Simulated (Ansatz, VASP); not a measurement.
# One calculation of VSi2, two programs

INCAR

```
SYSTEM = VSi2
  ALGO = Normal
  EDIFF = 1E-7
  ENCUT = 520
  GGA = PS
  ISIF = 2
  ISMEAR = -1
  ISPIN = 2
  LASPH = .True.
  LCHARG = .True.
  LELF = .True.
  LMAXMIX = 4
  LORBIT = 11
  LREAL = .False.
  LVHAR = .True.
  LWAVE = .False.
  MAGMOM = 2 2 2 0 0 0 0 0 0
  NBANDS = 46
  NELM = 150
  PREC = Accurate
  SIGMA = 0.05
```

File KPOINTS:

```
k-points
0
Gamma
  7 7 4
  0 0 0
```

The input POSCAR:

```
VSi2
1.0
    4.5726000000      0.0000000000      0.0000000000
   -2.2863000000      3.9599877613      0.0000000000
    0.0000000000      0.0000000000      6.3744000000
V Si
3 6
Direct
    0.0000000000      0.5000000000      0.3333333333
    0.5000000000      0.5000000000      0.6666666667
    0.5000000000      0.0000000000      0.0000000000
    0.3252000000      0.1626000000      0.3333333333
    0.1626000000      0.8374000000      0.6666666667
    0.8374000000      0.6748000000      0.0000000000
    0.6748000000      0.8374000000      0.3333333333
    0.8374000000      0.1626000000      0.6666666667
    0.1626000000      0.3252000000      0.0000000000
```

Contents of input.yaml:

```yaml
crystal:
  lattice:
    - [4.5726, 0.0, 0.0]
    - [-2.2863, 3.9599877613, 0.0]
    - [0.0, 0.0, 6.3744]
  atoms:
    - { symbol: V, position: [0.0, 0.5, 0.3333333333], spin: 2.0 }
    - { symbol: V, position: [0.5, 0.5, 0.6666666667], spin: 2.0 }
    - { symbol: V, position: [0.5, 0.0, 0.0], spin: 2.0 }
    - { symbol: Si, position: [0.3252, 0.1626, 0.3333333333] }
    - { symbol: Si, position: [0.1626, 0.8374, 0.6666666667] }
    - { symbol: Si, position: [0.8374, 0.6748, 0.0] }
    - { symbol: Si, position: [0.6748, 0.8374, 0.3333333333] }
    - { symbol: Si, position: [0.8374, 0.1626, 0.6666666667] }
    - { symbol: Si, position: [0.1626, 0.3252, 0.0] }
kpoints:
  mp_grid: { grid: [7, 7, 4] }
  band_path:
    path:
      - [0.0, 0.0, 0.0]
      - [0.5, 0.0, 0.0]
      - [0.3333333333, 0.3333333333, 0.0]
      - [0.0, 0.0, 0.0]
      - [0.0, 0.0, 0.5]
      - [0.5, 0.0, 0.5]
      - [0.3333333333, 0.3333333333, 0.5]
      - [0.0, 0.0, 0.5]
    npoints: 12
scf:
  occupations: { method: fermi_dirac, width: 0.05 }
hamiltonian:
  xc: pbesol
  pseudopotentials: { kind: all_electron, lapw: { basis_error: 0.002 } }
magnetization:
  spin_polarized: true
output:
  forces: true
  stress: true
  eigenvalues: true
```

Alike in both runs: functional PBEsol; k mesh 7 × 7 × 4; occupations fermi-dirac, width 0.05 eV; collinear spin.

```csv
,VASP,Ansatz
version,VASP 6.6.1,Ansatz 0.2.0
potentials or method,"VASP PAW PBE potentials, release 64 (V_sv, Si), cutoff 520 eV","all-electron LAPW, scalar-relativistic"
task,single point,band structure
```

Ansatz gave:

* gap on the k mesh at the Fermi level (eV): none
* pressure (GPa): -5.3
* traceless stress, the component that is largest in VASP (GPa): 0.27
* rms of the force components (eV/Å): 0.030
* net moment per atom (μB): 0.00

**Question.** Which values does VASP return?

**Answer.** gap on the k mesh at the Fermi level (eV): none; pressure (GPa): -5.1; traceless stress, the component that is largest in VASP (GPa): 0.32; rms of the force components (eV/Å): 0.031; net moment per atom (μB): 0.00.

VASP's potentials were made for PBE, not for PBEsol. Atom by atom the forces differ by 0.001 eV/Å (rms over components). A gap of «none» marks a metal or a gap that the smearing closes. Ansatz ran all-electron here, and VASP with PAW potentials.
